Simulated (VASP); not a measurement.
Set up this calculation in VASP 6.6.1, as the native input.

```yaml
Task: single point
Functional: PBE
Potentials_or_basis: VASP PAW PBE potentials, release 64 (Zn, Cd, O)
Cutoff: 520 eV
k_mesh: 4 × 4 × 4
Occupations: gaussian, width 0.1 eV
Spin: collinear spin, ferromagnetic start
Starting_moments: "[0.0, 0.0, 0.0, 0.0, 1.0] μB"
Dipole_correction: no
Further_INCAR_settings: ALGO = Normal; EDIFF = 1e-06; NBANDS = 39
```

The structure of ZnCd3O lies in POSCAR:

```
ZnCd3O
1.0
    4.6342087229      0.0000000000      0.0000000000
    0.0000000000      4.6342087229      0.0000000000
    0.0000000000      0.0000000000      4.6342087229
Zn Cd O
1 3 1
Direct
    0.5000000000      0.5000000000      0.5000000000
    0.5000000000      0.0000000000      0.0000000000
    0.0000000000      0.5000000000      0.0000000000
    0.0000000000      0.0000000000      0.5000000000
    0.0000000000      0.0000000000      0.0000000000
```

These files were run (other wordings do the same):

INCAR

```
PREC     = Accurate       # precision mode
ENCUT    = 520            # plane-wave cutoff, eV
EDIFF    = 1E-6           # SCF threshold, eV
ISMEAR   = 0              # smearing method
SIGMA    = 0.1            # smearing width, eV
LREAL    = F              # projectors in reciprocal space
LASPH    = T              # aspherical terms in the spheres
NELM     = 150            # most SCF steps
ALGO     = Normal         # electronic algorithm
ISIF     = 2              # what is computed and relaxed
LWAVE    = F              # write WAVECAR
LCHARG   = T              # write CHGCAR
ISPIN    = 2              # spin polarisation
MAGMOM   = 0 0 0 0 1      # initial moments
LORBIT   = 11             # projections on sites
GGA      = PE             # functional
LELF     = T              # ELF
LVHAR    = T            
NBANDS   = 39             # bands
```

KPOINTS

```
regular mesh
0
Gamma
  4 4 4
```

Potentials or basis: VASP PAW PBE potentials, release 64 (Zn, Cd, O).

Command:

```sh
$ cat potpaw_PBE.64/Zn/POTCAR potpaw_PBE.64/Cd/POTCAR potpaw_PBE.64/O/POTCAR > POTCAR
$ mpirun -np 1 vasp_std > vasp.out
```

It gave:

| Item | Value |
| --- | --- |
| Pressure | 0.3 GPa |
| Band gap on the k mesh | zero (filled and empty bands overlap) |
| Net moment | 0.00 μB per cell |
| Valence electrons inside the program's atomic spheres | Zn 10.60; Cd 10.23; O 4.93 |

Run time: 36 s on 1 thread of Intel(R) Xeon(R) 6975P-C (Granite Rapids), on a shared host, peak memory 0.26 GiB.
